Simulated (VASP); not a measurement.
# CoSi2 (fluorite type) (Fm-3m) in VASP: further runs, part 2 of 2

VASP 6.6.1. Earlier steps stand in the parts before.

## (3) Relaxation of cell and atoms, PBE, target pressure 24 GPa, at which the enthalpy is minimised

Input file INCAR:

```
PREC = Accurate
ENCUT = 600
EDIFF = 1E-7
ISMEAR = -1
SIGMA = 0.08
LREAL = False
LASPH = True
NELM = 100
ALGO = Normal
ISIF = 3
LWAVE = False
LCHARG = False
GGA = PE
IBRION = 2
NSW = 60
EDIFFG = -0.005
PSTRESS = 240.0
```

Input file KPOINTS:

```
regular mesh
0
Gamma
  11 11 11
```

Input file POSCAR:

```
CoSi2
1.0
    0.0000000000      2.5872686109      2.5872686109
    2.5872686109      0.0000000000      2.5872686109
    2.5872686109      2.5872686109      0.0000000000
Co Si
1 2
Direct
    0.0000000000      0.0000000000      0.0000000000
    0.2500000000      0.2500000000      0.2500000000
    0.7500000000      0.7500000000      0.7500000000
```

Potentials or basis: VASP PAW PBE potentials, release 64 (Co, Si).

The run is started by

```sh
$ cat potpaw_PBE.64/Co/POTCAR potpaw_PBE.64/Si/POTCAR > POTCAR
$ mpirun -np 1 vasp_std > vasp.out
```

OUTCAR:

```text
PREC = Accurate
   ENCUT = 600
   EDIFF = 1E-7
   ISMEAR = -1
   LREAL = False
   LASPH = True
   NELM = 100
   ISIF = 3
   GGA = PE
   IBRION = 2
   NSW = 60
   EDIFFG = -0.005
   PSTRESS = 240.0

 ion  position               nearest neighbor table
   1  0.000  0.000  0.000-   3 2.24   3 2.24   3 2.24   2 2.24   3 2.24   2 2.24   2 2.24   2 2.24

   2  0.250  0.250  0.250-   1 2.24   1 2.24   1 2.24   1 2.24   3 2.59   3 2.59   3 2.59   3 2.59
                             3 2.59   3 2.59
   3  0.750  0.750  0.750-   1 2.24   1 2.24   1 2.24   1 2.24   2 2.59   2 2.59   2 2.59   2 2.59
                             2 2.59   2 2.59

  LATTYP: Found a face centered cubic cell.
 ALAT       =     5.1745372218

  Lattice vectors:

 A1 = (   0.0000000000,   2.5872686109,   2.5872686109)
 A2 = (   2.5872686109,   0.0000000000,   2.5872686109)
 A3 = (   2.5872686109,   2.5872686109,   0.0000000000)

Analysis of symmetry for initial positions (statically):
=====================================================================
 Subroutine PRICEL returns:
 Original cell was already a primitive cell.

 Routine SETGRP: Setting up the symmetry group for a
 face centered cubic supercell.

 Subroutine GETGRP returns: Found 48 space group operations
 (whereof 48 operations were pure point group operations)
 out of a pool of 48 trial point group operations.

The static configuration has the point symmetry O_h .

Analysis of symmetry for dynamics (positions and initial velocities):
=====================================================================
 Subroutine PRICEL returns:
 Original cell was already a primitive cell.

 Routine SETGRP: Setting up the symmetry group for a
 face centered cubic supercell.

 Subroutine GETGRP returns: Found 48 space group operations
 (whereof 48 operations were pure point group operations)
 out of a pool of 48 trial point group operations.

The dynamic configuration has the point symmetry O_h .

 Subroutine INISYM returns: Found 48 space group operations
 (whereof 48 operations are pure point group operations),
 and found     1 'primitive' translations

----------------------------------------------------------------------------------------

                                     Primitive cell

  volume of cell :      34.6381

  direct lattice vectors                    reciprocal lattice vectors
     0.000000000  2.587268611  2.587268611    -0.193253997  0.193253997  0.193253997
     2.587268611  0.000000000  2.587268611     0.193253997 -0.193253997  0.193253997
     2.587268611  2.587268611  0.000000000     0.193253997  0.193253997 -0.193253997

  length of vectors
     3.658950359  3.658950359  3.658950359     0.334725741  0.334725741  0.334725741

  position of ions in fractional coordinates (direct lattice)
     0.000000000  0.000000000  0.000000000
     0.250000000  0.250000000  0.250000000
     0.750000000  0.750000000  0.750000000

  ion indices of the primitive-cell ions
   primitive index   ion index
                 1           1
                 2           2
                 3           3

----------------------------------------------------------------------------------------

[... 52 lines left out ...]
   number of dos      NEDOS =    301   number of ions     NIONS =      3
   total plane-waves  NPLWV =  27000
   dimension x,y,z NGX =    30 NGY =   30 NGZ =   30
   dimension x,y,z NGXF=    60 NGYF=   60 NGZF=   60
   ions per type =               1   2
   NGX,Y,Z   is equivalent  to a cutoff of  13.63, 13.63, 13.63 a.u.
   NGXF,Y,Z  is equivalent  to a cutoff of  27.26, 27.26, 27.26 a.u.
 SYSTEM =  unknown system
   PREC   = accura    normal or accurate (medium, high low for compatibility)
   ISTART =      0    job   : 0-new  1-cont  2-samecut
   ICHARG =      2    charge: 1-file 2-atom 10-const
   ISPIN  =      1    spin polarized calculation?
   LNONCOLLINEAR =      F non collinear calculations
   LSORBIT =      F    spin-orbit coupling
   LASPH  =      T    aspherical Exc in radial PAW
   ENCUT  =  600.0 eV  44.10 Ry    6.64 a.u.   7.31  7.31  7.31*2*pi/ulx,y,z
   NELM   =    100;   NELMIN=  2; NELMDL= -5     # of ELM steps
   EDIFF  = 0.1E-06   stopping-criterion for ELM
   LREAL  =      F    real-space projection
   EDIFFG = -.5E-02   stopping-criterion for IOM
   NSW    =     60    number of steps for IOM
   IBRION =      2    ionic relax: 0-MD 1-quasi-New 2-CG
   NFREE  =      1    steps in history (QN), initial steepest desc. (CG)
   ISIF   =      3    stress and relaxation
   ISYM   =      2    0-nonsym 1-usesym 2-fastsym
   POTIM  = 0.5000    time-step for ionic-motion
   TEBEG  =    0.0;   TEEND  =   0.0 temperature during run
   PSTRESS=  240.0 pullay stress
   NELECT =      17.0000    total number of electrons
   NUPDOWN=      -1.0000    fix difference up-down
   EMIN   =  10.00;   EMAX   =-10.00  energy-range for DOS
   EFERMI =   0.00;   METHOD = LEGACY
   ISMEAR =    -1;   SIGMA  =   0.08  broadening in eV -4-tet -1-fermi 0-gaus
   EFERMI_NEDOS =   21; number of points for ismear=-14 and -15
   IALGO  =     38    algorithm
   IMIX   =      4    mixing-type and parameters
     AMIX     =   0.40;   BMIX     =  1.00
     AMIX_MAG =   1.60;   BMIX_MAG =  1.00
  volume/ion in A,a.u.               =      11.55        77.92
  Fermi-wavevector in a.u.,A,eV,Ry     =   1.291337  2.440273 22.688415  1.667551
  Thomas-Fermi vector in A             =   2.423113
   LORBIT       =      0    0 simple, 1 ext, 2 COOP (PROOUT), +10 PAW based schemes
   GGA     = PE    functional components
   LHFCALC =     F    Hartree Fock is set to
   AEXX    =    0.0000 exact exchange contribution
   IVDW    =     0    specifies the selected vdW correction
   LEPSILON=     F    determine dielectric tensor
   LRPA    =     F    only Hartree local field effects (RPA)
 conjugate gradient relaxation of ions
 non-spin polarized calculation
  energy-cutoff  :      600.00
  volume of cell :       34.64
 maximum number of plane-waves:      1179
 NGX is ok and might be reduce to    30
   NGX = 15   NGY = 15   NGZ = 15

--------------------------------------- Ionic step        1  -------------------------------------------

 number of electron      17.0000003 magnetization

 Free energy of the ion-electron system (eV)
  ---------------------------------------------------
  ext. energy  EPLUGINS =         0.00000000
  ---------------------------------------------------
  free energy    TOTEN  =       -19.04862546 eV

  energy without entropy =      -19.03026438  energy(sigma->0) =      -19.03944492

------------------------ aborting loop because EDIFF is reached ----------------------------------------

  FORCE on cell =-STRESS in cart. coord.  units (eV):
  Direction    XX          YY          ZZ          XY          YZ          ZX
  --------------------------------------------------------------------------------------
  -------------------------------------------------------------------------------------
  Total        5.1341384      5.1341384      5.1341384     -0.0000000      0.0000000     -0.0000000
  in kB      237.4781170    237.4781170    237.4781170     -0.0000000      0.0000000     -0.0000000
  external PRESSURE =      -2.5218830 kB  Pullay stress =     240.0000000 kB
[... 65 lines left out ...]
--------------------------------------- Ionic step        3  -------------------------------------------

 number of electron      17.0000003 magnetization

 Free energy of the ion-electron system (eV)
  ---------------------------------------------------
  ext. energy  EPLUGINS =         0.00000000
  ---------------------------------------------------
  free energy    TOTEN  =       -19.04350178 eV

  energy without entropy =      -19.02517128  energy(sigma->0) =      -19.03433653

 E-fermi :  11.5653     XC(G=0): -12.2344

 val. band max:       11.5381945230   @ k =  -0.2727   0.2727   0.0000
 cond. band min:      11.6113821039   @ k =   0.3636   0.1818   0.0000
 fundamental gap:      0.0731875810
 Fermi energy:        11.5652857657

 k-point     1 :       0.0000    0.0000    0.0000
  band No.  band energies     occupation
      1      -2.3949      2.00000
      2       6.9944      2.00000
      3       6.9944      2.00000
      4       6.9944      2.00000
      5       9.2835      2.00000
      6       9.2835      2.00000
      7      13.4151      0.00000
      8      15.0279      0.00000
      9      15.0279      0.00000
     10      15.0279      0.00000
     11      15.4105      0.00000
     12      15.4105      0.00000
[... 331 lines left out ...]
 k-point    24 :      -0.1818    0.1818    0.0000
  band No.  band energies     occupation
      1      -0.9715      2.00000
      2       5.0453      2.00000
      3       6.6330      2.00000
      4       7.6799      2.00000
      5       8.6135      2.00000
      6       9.4538      2.00000
      7      10.0676      2.00000
      8      11.1038      1.99377
      9      13.0926      0.00000
     10      15.0037      0.00000
     11      15.7151      0.00000
     12      15.8113      0.00000

 [... further k-points ...]
[... 5 lines left out ...]
  --------------------------------------------------------------------------------------
  -------------------------------------------------------------------------------------
  Total        5.1864654      5.1864654      5.1864654     -0.0000000     -0.0000000      0.0000000
  in kB      240.1369099    240.1369099    240.1369099     -0.0000000     -0.0000000      0.0000000
  external PRESSURE =       0.1369099 kB  Pullay stress =     240.0000000 kB
[... 22 lines left out ...]
  energy  without entropy=      -19.0251712780  energy(sigma->0) =      -19.03433653

  enthalpy is  TOTEN    =       -13.8599933744 eV   P V=        5.1835084073

 reached required accuracy - stopping structural energy minimisation
```

CONTCAR:

```text
CoSi2
   1.00000000000000
     0.0000000000000000    2.5864120646514630    2.5864120646514630
     2.5864120646514630   -0.0000000000000000    2.5864120646514630
     2.5864120646514630    2.5864120646514630    0.0000000000000000
  Co              Si
     1     2
Direct
     0.0000000000000000    0.0000000000000000    0.0000000000000000
     0.2500000000000000    0.2500000000000000    0.2500000000000000
     0.7500000000000000    0.7500000000000000    0.7500000000000000

  0.00000000E+00  0.00000000E+00  0.00000000E+00
  0.00000000E+00  0.00000000E+00  0.00000000E+00
  0.00000000E+00  0.00000000E+00  0.00000000E+00
```

It took 34 s on 1 thread of Intel Xeon 6975P-C (Granite Rapids), shared host; peak memory 0.18 GiB.

Results:

| Quantity | Value |
| --- | --- |
| Free energy | -19.0435 eV |
| Relaxed volume | 11.53 Å³/atom |
| Relaxed cell | a = 3.658 Å, b = 3.658 Å, c = 3.658 Å, α = 60.00°, β = 60.00°, γ = 60.00° |
| Space group after relaxing (to 0.05 Å) | Fm-3m (No. 225) |
| Energy change on relaxing (the enthalpy is what falls) | +1.7 meV/atom |
| Ionic steps | 3 |
| Pressure after relaxing | 24.0 GPa |

The path:
```tsv
step	energy change (eV)	largest force (eV/Å)	pressure (GPa)	volume (Å³)
1	0.0000	0.0000	23.75	34.64
2	0.0137	0.0000	24.49	34.55
3	0.0051	0.0000	24.01	34.60
```

Final structure:
```
CELL_PARAMETERS angstrom
0.00000 2.58641 2.58641
2.58641 0.00000 2.58641
2.58641 2.58641 0.00000
ATOMIC_POSITIONS crystal
Co 0.00000 0.00000 0.00000
Si 0.25000 0.25000 0.25000
Si 0.75000 0.75000 0.75000
```

Levels at points of the mesh, in eV from the Fermi level:
| k point | band 6 | band 7 | band 8 | band 9 | band 10 | band 11 | band 12 |
| --- | --- | --- | --- | --- | --- | --- | --- |
| (0.00, 0.00, 0.00) | -2.28 | 1.85 | 3.46 | 3.46 | 3.46 | 3.85 | 3.85 |

Caveat: the cell is relaxed towards a set pressure, so the enthalpy falls and the energy may rise. Spin polarisation is off, so any magnetic state and its effect on volume and gap are missing.

## (4) Relaxation of cell and atoms, PBE, target pressure 24 GPa, at which the enthalpy is minimised

Input file INCAR:

```
SYSTEM = CoSi2
  ALGO = Normal
  EDIFF = 1E-6
  EDIFFG = -0.005
  ENCUT = 600
  GGA = PE
  IBRION = 2
  ISIF = 3
  ISMEAR = -1
  LASPH = .True.
  LCHARG = .False.
  LREAL = .False.
  LWAVE = .False.
  NELM = 100
  NSW = 32
  PREC = Accurate
  PSTRESS = 240.0
  SIGMA = 0.08
```

Input file KPOINTS:

```
k-points
0
Gamma
  11 11 11
  0 0 0
```

Input file POSCAR:

```
CoSi2
1.0
    0.0000000000      2.5872002494      2.5872002494
    2.5872002494      0.0000000000      2.5872002494
    2.5872002494      2.5872002494      0.0000000000
Co Si
1 2
Direct
    0.0000000000      0.0000000000      0.0000000000
    0.2500000000      0.2500000000      0.2500000000
    0.7500000000      0.7500000000      0.7500000000
```

The run is started by

```sh
$ cat potpaw_PBE.64/Co/POTCAR potpaw_PBE.64/Si/POTCAR > POTCAR
$ mpirun -np 1 vasp_std > vasp.out
```

Run time: 32 s. Hardware: 1 thread of Intel Xeon 6975P-C (Granite Rapids), shared host; peak memory 0.18 GiB.

Results (log left out):

```
Free energy                                            : -19.0434 eV
Relaxed volume                                         : 11.53 Å³/atom
Relaxed cell                                           : a = 3.658 Å, b = 3.658 Å, c = 3.658 Å, α = 60.00°, β = 60.00°, γ = 60.00°
Space group after relaxing (to 0.05 Å)                 : Fm-3m (No. 225)
Energy change on relaxing (the enthalpy is what falls) : +1.6 meV/atom
Ionic steps                                            : 3
Pressure after relaxing                                : 24.0 GPa
```

Step by step:
```tsv
step	energy change (eV)	largest force (eV/Å)	pressure (GPa)	volume (Å³)
1	0.0000	0.0000	23.71	34.64
2	0.0156	0.0000	24.63	34.53
3	0.0048	0.0000	24.01	34.60
```

Final structure:
```
Co Si
1.0
     0.00000    2.58640    2.58640
     2.58640    0.00000    2.58640
     2.58640    2.58640    0.00000
Co Si
1 2
Direct
  0.00000 0.00000 0.00000
  0.25000 0.25000 0.25000
  0.75000 0.75000 0.75000
```

Levels at points of the mesh, in eV from the Fermi level:
```csv
k point,band 6,band 7,band 8,band 9,band 10,band 11,band 12
"(0.00, 0.00, 0.00)",-2.28,1.85,3.46,3.46,3.46,3.85,3.85
```

Caveat: the cell is relaxed towards a set pressure, so the enthalpy falls and the energy may rise.
